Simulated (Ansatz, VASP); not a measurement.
One calculation of GaAs, two programs

```
Ga As
1.0
     0.00000    2.83624    2.83624
     2.83624    0.00000    2.83624
     2.83624    2.83624    0.00000
Ga As
1 1
Direct
  0.00000 0.00000 0.00000
  0.75000 0.75000 0.75000
```

Change from the starting cell: volume scaled by 1.01.

Alike in both runs: task single point; functional LDA; k mesh 11 × 11 × 11; occupations fermi-dirac, width 0.05 eV; no spin polarisation.

|  | VASP | Ansatz |
| --- | --- | --- |
| version | VASP 6.6.1 | Ansatz 0.2.0 |
| potentials or method | VASP PAW LDA potentials, release 64 (Ga_d, As), cutoff 520 eV | all-electron LAPW, scalar-relativistic |

Ansatz gave:

* pressure (GPa): -2.5

Task: Which values does VASP return?

Result: Pressure (GPa): -2.2.

LDA's correlation is that of Perdew and Zunger in VASP and of Perdew and Wang (1992) in Ansatz. Ansatz ran all-electron here, and VASP with PAW potentials.
